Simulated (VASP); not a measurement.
Here is a VASP 6.6.1 calculation.

File INCAR:

```
SYSTEM = Zr3O
ALGO = Normal
EDIFF = 1E-6
ENCUT = 520
GGA = PS
ISIF = 2
ISMEAR = 0
LASPH = .TRUE.
LCHARG = .FALSE.
LREAL = .FALSE.
LWAVE = .FALSE.
NBANDS = 52
NELM = 60
PREC = Accurate
SIGMA = 0.15
```

File KPOINTS:

```
k-points
0
G
  9 9 8
  0 0 0
```

The input POSCAR:

```
Zr3O
1.0
    5.3613299101      0.0000000000      0.0000000000
   -2.6806649551      4.6430479003      0.0000000000
    0.0000000000      0.0000000000      5.5934754953
Zr O
6 2
Direct
    0.3394720281      0.0000000000      0.0000000000
    0.3394720281      0.3394720281      0.5000000000
    0.0000000000      0.3394720281      0.0000000000
    0.6605279719      0.0000000000      0.5000000000
    0.6605279719      0.6605279719      0.0000000000
    0.0000000000      0.6605279719      0.5000000000
    0.3333333333      0.6666666667      0.2500000000
    0.6666666667      0.3333333333      0.7500000000
```

Potentials or basis: VASP PAW PBE potentials, release 64 (Zr_sv, O).

Run with:

```sh
$ cat potpaw_PBE.64/Zr_sv/POTCAR potpaw_PBE.64/O/POTCAR > POTCAR
$ mpirun -np 1 vasp_std > vasp.out
```

Problem. What does it give for the largest force?

Solution. 0.044 eV/Å.

Problem. What does it give for the band gap on the k mesh?

Solution. Zero (bands 42 and 43 overlap by 0.03 eV).

Problem. What does it give for the pressure?

Solution. 0.5 GPa.

Stress tensor (GPa, compression positive):
```
 4.84  0.00  0.00
 0.00  4.84  0.00
 0.00  0.00 -8.16
```

Caveat: the stress differs along the axes, from -8 to 5 GPa; the PAW data sets were made with another functional, which shifts forces and pressure a little.
